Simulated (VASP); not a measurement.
Write the native input for VASP 6.6.1 that does the following.

```yaml
Task: single point
Functional: r2SCAN
Potentials_or_basis: VASP PAW PBE potentials, release 64 (Mo_sv, S)
Cutoff: 520 eV
k_mesh: 4 × 4 × 2
Occupations: gaussian, width 0.1 eV
Spin: no spin polarisation
Dipole_correction: no
Further_INCAR_settings: ALGO = Normal; EDIFF = 1e-07; NBANDS = 20
```

MoS2:

```
Mo S
1.0
     3.28126    0.00000    0.00000
    -1.64063    2.84166    0.00000
     0.00000    0.00000    6.23873
Mo S
1 2
Cartesian
  0.0000 0.0000 3.1194
  0.0000 1.8944 1.6161
  1.6406 0.9472 4.6226
```

One way to write it, as run:

POSCAR

```
MoS2
1.0
    3.2812618807      0.0000000000      0.0000000000
   -1.6406304320      2.8416554540      0.0000000000
    0.0000000000      0.0000000000      6.2387309193
Mo S
1 2
Direct
    0.0000000000      0.0000000000      0.5000000000
    0.3333333333      0.6666666667      0.2590506369
    0.6666666667      0.3333333333      0.7409493631
```

INCAR.step1

```
ALGO = Normal ; EDIFF = 1E-4
ENCUT = 520 ; GGA = PE
ISMEAR = 0 ; LASPH = True
LCHARG = False ; LREAL = False
LWAVE = True ; NBANDS = 20
NELM = 60 ; PREC = Accurate
SIGMA = 0.1
```

INCAR.step2

```
ALGO = Normal ; EDIFF = 1E-7
ENCUT = 520 ; ISIF = 2
ISMEAR = 0 ; ISTART = 1
LASPH = True ; LCHARG = False
LMIXTAU = True ; LREAL = False
LWAVE = False ; METAGGA = R2SCAN
NBANDS = 20 ; NELM = 60
PREC = Accurate ; SIGMA = 0.1
```

KPOINTS

```
k-points
0
Gamma
  4 4 2
```

Potentials or basis: VASP PAW PBE potentials, release 64 (Mo_sv, S).

Launch:

```bash
$ cat potpaw_PBE.64/Mo_sv/POTCAR potpaw_PBE.64/S/POTCAR > POTCAR
$ cp INCAR.step1 INCAR
$ mpirun -np 1 vasp_std > vasp.out
$ cp INCAR.step2 INCAR
$ mpirun -np 1 vasp_std > vasp.out
```

Results of the run:

The pressure is -0.1 GPa and the largest force is 0.048 eV/Å. The band gap on the k mesh is zero (band 13 reaches 6.50 eV, above the bottom of band 14 at 5.92 eV).

Caveat: the k points lie up to 0.55 Å⁻¹ apart; the PAW data sets were made with another functional, which shifts forces and pressure a little.

Run time: 86 s on 1 thread of AMD EPYC 7R13, on a shared host, peak memory 0.14 GiB.
